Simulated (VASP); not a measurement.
# MgO (P6_3/mmc) in VASP: notebook

The runs below take MgO through single point, with PBE.

Program: VASP 6.6.1. These are calculated values, not measurements. Logs are shortened: lines on timing, memory, paths and dates and some standing lists are left out, and cuts for length are marked.

### 1 The cell of the first run

It takes space group P6_3/mmc (No. 194, hexagonal). The conventional cell has a = 3.556 Å, b = 3.556 Å, c = 4.451 Å, α = 90.00°, β = 90.00°, γ = 120.00°. Mg (site symmetry -6m2) has 5 O at 2.05 to 2.23 Å within 2.7 Å. Within 2.7 Å of O (site symmetry -6m2) lie 5 Mg at 2.05 to 2.23 Å.

### 2 Single point, PBE

Input file INCAR:

```
SYSTEM = MgO
PREC = Accurate
ENCUT = 520
EDIFF = 1E-7
ISMEAR = 0
SIGMA = 0.05
LREAL = .False.
LASPH = .True.
NELM = 100
ALGO = Normal
ISIF = 2
LWAVE = .False.
LCHARG = .True.
GGA = PE
LELF = .True.
LVHAR = .True.
NBANDS = 16
```

Input file KPOINTS:

```
Automatic mesh
0
Gamma
  9 9 6
  0 0 0
```

Input file POSCAR:

```
MgO
1.0
    3.5565000000      0.0000000000      0.0000000000
   -1.7782500000      3.0800193485      0.0000000000
    0.0000000000      0.0000000000      4.4514000000
Mg O
2 2
Direct
    0.6666666667      0.3333333333      0.7500000000
    0.3333333333      0.6666666667      0.2500000000
    0.6666666667      0.3333333333      0.2500000000
    0.3333333333      0.6666666667      0.7500000000
```

Potentials or basis: VASP PAW PBE potentials, release 64 (Mg, O).

The run is started by

```
$ cat potpaw_PBE.64/Mg/POTCAR potpaw_PBE.64/O/POTCAR > POTCAR
$ mpirun -np 1 vasp_std > vasp.out
```

OUTCAR:

```text
SYSTEM = MgO
   PREC = Accurate
   ENCUT = 520
   EDIFF = 1E-7
   ISMEAR = 0
   LREAL = .False.
   LASPH = .True.
   NELM = 100
   ISIF = 2
   GGA = PE

 ion  position               nearest neighbor table
   1  0.667  0.333  0.750-   4 2.05   4 2.05   4 2.05   3 2.23   3 2.23   2 3.03   2 3.03   2 3.03
                             2 3.03   2 3.03   2 3.03
   2  0.333  0.667  0.250-   3 2.05   3 2.05   3 2.05   4 2.23   4 2.23   1 3.03   1 3.03   1 3.03
                             1 3.03   1 3.03   1 3.03
   3  0.667  0.333  0.250-   2 2.05   2 2.05   2 2.05   1 2.23   1 2.23
   4  0.333  0.667  0.750-   1 2.05   1 2.05   1 2.05   2 2.23   2 2.23

  LATTYP: Found a hexagonal cell.
 ALAT       =     3.5565000000
 C/A-ratio  =     1.2516237874

  Lattice vectors:

 A1 = (   3.5565000000,   0.0000000000,   0.0000000000)
 A2 = (  -1.7782500000,   3.0800193485,   0.0000000000)
 A3 = (   0.0000000000,   0.0000000000,   4.4514000000)

Analysis of symmetry for initial positions (statically):
=====================================================================
 Subroutine PRICEL returns:
 Original cell was already a primitive cell.

 Routine SETGRP: Setting up the symmetry group for a
 hexagonal supercell.

 Subroutine GETGRP returns: Found 24 space group operations
 (whereof 12 operations were pure point group operations)
 out of a pool of 24 trial point group operations.

The static configuration has the point symmetry D_3d.
 The point group associated with its full space group is D_6h.

Analysis of symmetry for dynamics (positions and initial velocities):
=====================================================================
 Subroutine PRICEL returns:
 Original cell was already a primitive cell.

 Routine SETGRP: Setting up the symmetry group for a
 hexagonal supercell.

 Subroutine GETGRP returns: Found 24 space group operations
 (whereof 12 operations were pure point group operations)
 out of a pool of 24 trial point group operations.

The dynamic configuration has the point symmetry D_3d.
 The point group associated with its full space group is D_6h.

 Subroutine INISYM returns: Found 24 space group operations
 (whereof 12 operations are pure point group operations),
 and found     1 'primitive' translations

----------------------------------------------------------------------------------------

                                     Primitive cell

  volume of cell :      48.7610

  direct lattice vectors                    reciprocal lattice vectors
     3.556500000  0.000000000  0.000000000     0.281175313  0.162336643  0.000000000
    -1.778250000  3.080019349  0.000000000     0.000000000  0.324673285  0.000000000
     0.000000000  0.000000000  4.451400000     0.000000000  0.000000000  0.224648425

  length of vectors
     3.556500000  3.556500000  4.451400000     0.324673285  0.324673285  0.224648425

  position of ions in fractional coordinates (direct lattice)
     0.666666667  0.333333333  0.750000000
     0.333333333  0.666666667  0.250000000
     0.666666667  0.333333333  0.250000000
     0.333333333  0.666666667  0.750000000

  ion indices of the primitive-cell ions
   primitive index   ion index
                 1           1
                 2           2
                 3           3
                 4           4

----------------------------------------------------------------------------------------

 KPOINTS: Automatic mesh

Automatic generation of k-mesh.
 Grid dimensions read from file:
 generate k-points for:    9    9    6

 Generating k-lattice:

  Cartesian coordinates                     Fractional coordinates (reciprocal lattice)
     0.031241701  0.018037405  0.000000000     0.111111111 -0.000000000  0.000000000
     0.000000000  0.036074809  0.000000000     0.000000000  0.111111111  0.000000000
     0.000000000  0.000000000  0.037441404     0.000000000  0.000000000  0.166666667

  Length of vectors
     0.036074809  0.036074809  0.037441404

  Shift w.r.t. Gamma in fractional coordinates (k-lattice)
     0.000000000  0.000000000  0.000000000

 Subroutine IBZKPT returns following result:
 ===========================================

 Found     48 irreducible k-points:

 Following reciprocal coordinates:
            Coordinates               Weight
  0.000000  0.000000  0.000000      1.000000
  0.111111  0.000000  0.000000      6.000000
  0.222222 -0.000000  0.000000      6.000000
  0.333333 -0.000000  0.000000      6.000000
  0.444444 -0.000000  0.000000      6.000000
  0.111111  0.111111  0.000000      6.000000
[... 16 lines left out ...]
  0.333333  0.222222  0.166667     24.000000
  0.333333  0.333333  0.166667      4.000000
 [... further k-points ...]
   k-points           NKPTS =     48   k-points in BZ     NKDIM =     48   number of bands    NBANDS=     16
   number of dos      NEDOS =    301   number of ions     NIONS =      4
   total plane-waves  NPLWV =  28224
   dimension x,y,z NGX =    28 NGY =   28 NGZ =   36
   dimension x,y,z NGXF=    56 NGYF=   56 NGZF=   72
   ions per type =               2   2
   NGX,Y,Z   is equivalent  to a cutoff of  13.09, 13.09, 13.44 a.u.
   NGXF,Y,Z  is equivalent  to a cutoff of  26.18, 26.18, 26.89 a.u.
 SYSTEM =  MgO
   PREC   = accura    normal or accurate (medium, high low for compatibility)
   ISTART =      0    job   : 0-new  1-cont  2-samecut
   ICHARG =      2    charge: 1-file 2-atom 10-const
   ISPIN  =      1    spin polarized calculation?
   LNONCOLLINEAR =      F non collinear calculations
   LSORBIT =      F    spin-orbit coupling
   LASPH  =      T    aspherical Exc in radial PAW
   ENCUT  =  520.0 eV  38.22 Ry    6.18 a.u.   6.61  6.61  8.28*2*pi/ulx,y,z
   NELM   =    100;   NELMIN=  2; NELMDL= -5     # of ELM steps
   EDIFF  = 0.1E-06   stopping-criterion for ELM
   LREAL  =      F    real-space projection
   EDIFFG = 0.1E-05   stopping-criterion for IOM
   NSW    =      0    number of steps for IOM
   IBRION =     -1    ionic relax: 0-MD 1-quasi-New 2-CG
   NFREE  =      0    steps in history (QN), initial steepest desc. (CG)
   ISIF   =      2    stress and relaxation
   ISYM   =      2    0-nonsym 1-usesym 2-fastsym
   POTIM  = 0.5000    time-step for ionic-motion
   TEBEG  =    0.0;   TEEND  =   0.0 temperature during run
   PSTRESS=    0.0 pullay stress
   NELECT =      16.0000    total number of electrons
   NUPDOWN=      -1.0000    fix difference up-down
   EMIN   =  10.00;   EMAX   =-10.00  energy-range for DOS
   EFERMI =   0.00;   METHOD = LEGACY
   ISMEAR =     0;   SIGMA  =   0.05  broadening in eV -4-tet -1-fermi 0-gaus
   EFERMI_NEDOS =   21; number of points for ismear=-14 and -15
   IALGO  =     38    algorithm
   IMIX   =      4    mixing-type and parameters
     AMIX     =   0.40;   BMIX     =  1.00
     AMIX_MAG =   1.60;   BMIX_MAG =  1.00
  volume/ion in A,a.u.               =      12.19        82.26
  Fermi-wavevector in a.u.,A,eV,Ry     =   1.129164  2.133811 17.347596  1.275012
  Thomas-Fermi vector in A             =   2.265857
   LORBIT       =      0    0 simple, 1 ext, 2 COOP (PROOUT), +10 PAW based schemes
   GGA     = PE    functional components
   LHFCALC =     F    Hartree Fock is set to
   AEXX    =    0.0000 exact exchange contribution
   IVDW    =     0    specifies the selected vdW correction
   LEPSILON=     F    determine dielectric tensor
   LRPA    =     F    only Hartree local field effects (RPA)
 non-spin polarized calculation
 Gauss-broadening in eV      SIGMA  =   0.05
  energy-cutoff  :      520.00
  volume of cell :       48.76
 maximum number of plane-waves:      1336
 NGX is ok and might be reduce to    28

 number of electron      15.9999994 magnetization

 Free energy of the ion-electron system (eV)
  ---------------------------------------------------
  ext. energy  EPLUGINS =         0.00000000
  ---------------------------------------------------
  free energy    TOTEN  =       -23.56955026 eV

  energy without entropy =      -23.56955026  energy(sigma->0) =      -23.56955026

 E-fermi :   1.7442     XC(G=0):  -9.6364

 val. band max:        1.4353687410   @ k =   0.0000   0.0000   0.0000
 cond. band min:       4.2894612385   @ k =   0.0000   0.0000   0.0000
 fundamental gap:      2.8540924974
 Fermi energy:         1.7442180013

 k-point     1 :       0.0000    0.0000    0.0000
  band No.  band energies     occupation
      1     -15.1257      2.00000
      2     -14.0416      2.00000
      3      -1.9690      2.00000
      4      -0.1150      2.00000
      5      -0.1150      2.00000
      6       0.6417      2.00000
[... 8 lines left out ...]
     15      16.0787      0.00000
     16      16.5504      0.00000

 k-point     2 :       0.1111    0.0000    0.0000
  band No.  band energies     occupation
      1     -15.0744      2.00000
      2     -14.0460      2.00000
      3      -1.8751      2.00000
      4      -0.3105      2.00000
      5      -0.1995      2.00000
      6       0.3362      2.00000
[... 8 lines left out ...]
     15      15.9114      0.00000
     16      15.9575      0.00000

 k-point     3 :       0.2222   -0.0000    0.0000
  band No.  band energies     occupation
      1     -14.9340      2.00000
      2     -14.0660      2.00000
      3      -1.6064      2.00000
      4      -0.8755      2.00000
      5      -0.3788      2.00000
      6      -0.0983      2.00000
[... 8 lines left out ...]
     15      15.0448      0.00000
     16      15.1158      0.00000

 k-point     4 :       0.3333   -0.0000    0.0000
  band No.  band energies     occupation
      1     -14.7442      2.00000
      2     -14.1164      2.00000
      3      -1.4826      2.00000
      4      -1.2092      2.00000
      5      -0.5485      2.00000
      6      -0.3949      2.00000
[... 8 lines left out ...]
     15      14.7801      0.00000
     16      14.8492      0.00000
[... 324 lines left out ...]
 k-point    22 :       0.2222    0.2222    0.1667
  band No.  band energies     occupation
      1     -14.6051      2.00000
      2     -14.1792      2.00000
      3      -1.5538      2.00000
      4      -1.5073      2.00000
      5      -0.5527      2.00000
      6      -0.2552      2.00000
[... 8 lines left out ...]
     15      14.4882      0.00000
     16      16.1747      0.00000

 k-point    23 :       0.3333    0.2222    0.1667
  band No.  band energies     occupation
      1     -14.4609      2.00000
      2     -14.2488      2.00000
      3      -1.7930      2.00000
      4      -1.2749      2.00000
      5      -0.9198      2.00000
      6      -0.0148      2.00000
[... 8 lines left out ...]
     15      14.4885      0.00000
     16      16.1233      0.00000

 k-point    24 :       0.3333    0.3333    0.1667
  band No.  band energies     occupation
      1     -14.3420      2.00000
      2     -14.3420      2.00000
      3      -1.7302      2.00000
      4      -1.1868      2.00000
      5      -1.1868      2.00000
      6       0.2184      2.00000
[... 8 lines left out ...]
     15      14.5678      0.00000
     16      16.8712      0.00000

 [... further k-points ...]
[... 5 lines left out ...]
  --------------------------------------------------------------------------------------
  -------------------------------------------------------------------------------------
  Total       -1.9703845     -1.9703845     -3.1695748      0.0000000      0.0000000     -0.0000000
  in kB      -64.7423830    -64.7423830   -104.1450685      0.0000000      0.0000000     -0.0000000
  external PRESSURE =     -77.8766115 kB  Pullay stress =       0.0000000 kB

 VOLUME and BASIS-vectors are now :
 -----------------------------------------------------------------------------
  energy-cutoff  :      520.00
  volume of cell :       48.76
      direct lattice vectors                 reciprocal lattice vectors
     3.556500000  0.000000000  0.000000000     0.281175313  0.162336643  0.000000000
    -1.778250000  3.080019349  0.000000000     0.000000000  0.324673285  0.000000000
     0.000000000  0.000000000  4.451400000     0.000000000  0.000000000  0.224648425

 POSITION                                       TOTAL-FORCE (eV/Angst)
 -----------------------------------------------------------------------------------
      1.77825      1.02667      3.33855        -0.000000      0.000000      0.000000
     -0.00000      2.05335      1.11285        -0.000000     -0.000000      0.000000
      1.77825      1.02667      1.11285         0.000000     -0.000000      0.000000
     -0.00000      2.05335      3.33855         0.000000      0.000000      0.000000
 -----------------------------------------------------------------------------------
    total drift:                               -0.000000      0.000000     -0.000000

  FREE ENERGIE OF THE ION-ELECTRON SYSTEM (eV)
  ---------------------------------------------------
  free  energy   TOTEN  =       -23.5695502606 eV

  energy  without entropy=      -23.5695502606  energy(sigma->0) =      -23.56955026
```

It took 18 s on 1 thread of AMD EPYC 9R45 (Zen 5), shared host; peak memory 0.16 GiB.

What came out:

```yaml
Free_energy: -23.5696 eV
Pressure: -7.8 GPa
Band_gap_on_the_k_mesh: 2.85 eV
```

Stress tensor (GPa, compression positive):
```
 -6.47   0.00   0.00
  0.00  -6.47   0.00
  0.00   0.00 -10.41
```

Levels at points of the mesh, in eV from the valence-band top:
| k point | band 4 | band 5 | band 6 | band 7 | band 8 | band 9 | band 10 | band 11 | band 12 | band 13 |
| --- | --- | --- | --- | --- | --- | --- | --- | --- | --- | --- |
| (0.00, 0.00, 0.00) | -1.55 | -1.55 | -0.79 | -0.79 | 0.00 | 2.85 | 8.47 | 11.01 | 12.07 | 12.07 |
| (0.00, 0.00, 0.50) | -2.26 | -1.18 | -1.18 | -1.18 | -1.18 | 5.80 | 5.80 | 12.43 | 12.43 | 12.43 |

Caveat: the cell stands under tension.

### 3 Single point, PBE

This run uses another cell than the first one, of the same volume but with other edges.

Input file INCAR:

```
ALGO = Normal ; EDIFF = 1E-6
ENCUT = 520 ; GGA = PE
ISIF = 2 ; ISMEAR = 0
LASPH = True ; LCHARG = False
LREAL = False ; LWAVE = False
NBANDS = 16 ; NELM = 60
PREC = Accurate ; SIGMA = 0.05
```

Input file KPOINTS:

```
k-points
0
Gamma
  9 9 6
```

Input file POSCAR:

```
MgO
1.0
    3.6270000000      0.0000000000      0.0000000000
   -1.8135000000      3.1410741395      0.0000000000
    0.0000000000      0.0000000000      4.2818000000
Mg O
2 2
Direct
    0.6666666667      0.3333333333      0.7500000000
    0.3333333333      0.6666666667      0.2500000000
    0.6666666667      0.3333333333      0.2500000000
    0.3333333333      0.6666666667      0.7500000000
```

Potentials or basis: VASP PAW PBE potentials, release 64 (Mg, O).

The run is started by

```
$ cat potpaw_PBE.64/Mg/POTCAR potpaw_PBE.64/O/POTCAR > POTCAR
$ mpirun -np 1 vasp_std > vasp.out
```

Run time: 14 s. Hardware: 1 thread of AMD EPYC 9R45 (Zen 5), shared host; peak memory 0.15 GiB.

It converged, with:

```
Free energy            : -23.5846 eV
Pressure               : -7.9 GPa
Band gap on the k mesh : 2.95 eV
```

Stress tensor (GPa, compression positive):
```
-8.37  0.00  0.00
 0.00 -8.37  0.00
 0.00  0.00 -6.89
```

Levels at points of the mesh, in eV from the valence-band top:
```tsv
k point	band 6	band 7	band 8	band 9	band 10	band 11
(0.00, 0.00, 0.00)	-0.64	-0.64	0.00	2.95	8.73	11.60
(0.00, 0.00, 0.50)	-1.10	-1.10	-1.10	5.96	5.96	12.14
```

Caveat: the cell stands under tension.

### 4 Single point, PBE

Input file INCAR:

```
PREC = Accurate
ENCUT = 520
EDIFF = 1E-6
ISMEAR = 0
SIGMA = 0.05
LREAL = F
LASPH = T
NELM = 80
ALGO = Normal
ISIF = 2
LWAVE = F
LCHARG = F
GGA = PE
NBANDS = 16
```

Input file KPOINTS:

```
Automatic mesh
0
Gamma
  9 9 6
```

Input file POSCAR:

```
MgO
1.0
    3.5917000000      0.0000000000      0.0000000000
   -1.7958500000      3.1105034428      0.0000000000
    0.0000000000      0.0000000000      4.3666000000
Mg O
2 2
Direct
    0.6666666667      0.3333333333      0.7500000000
    0.3333333333      0.6666666667      0.2500000000
    0.6666666667      0.3333333333      0.2500000000
    0.3333333333      0.6666666667      0.7500000000
```

The run is started by

```
$ cat potpaw_PBE.64/Mg/POTCAR potpaw_PBE.64/O/POTCAR > POTCAR
$ mpirun -np 1 vasp_std > vasp.out
```

Wall time 14 s (1 thread of AMD EPYC 9R45 (Zen 5), shared host); peak memory 0.15 GiB.

It converged, with:

- Free energy: -23.5844 eV
- Pressure: -8.0 GPa
- Band gap on the k mesh: 2.90 eV

Stress tensor (GPa, compression positive):
```
-7.55  0.00  0.00
 0.00 -7.55  0.00
 0.00  0.00 -8.97
```

Levels at points of the mesh, in eV from the valence-band top:
| k point | band 4 | band 5 | band 6 | band 7 | band 8 | band 9 | band 10 | band 11 | band 12 | band 13 |
| --- | --- | --- | --- | --- | --- | --- | --- | --- | --- | --- |
| (0.00, 0.00, 0.00) | -1.55 | -1.55 | -0.72 | -0.72 | 0.00 | 2.90 | 8.58 | 11.29 | 11.92 | 11.92 |
| (0.00, 0.00, 0.50) | -2.25 | -1.15 | -1.15 | -1.15 | -1.15 | 5.87 | 5.87 | 12.28 | 12.28 | 12.28 |

Caveat: the cell stands under tension.

(Continued in part 2 of 2.)
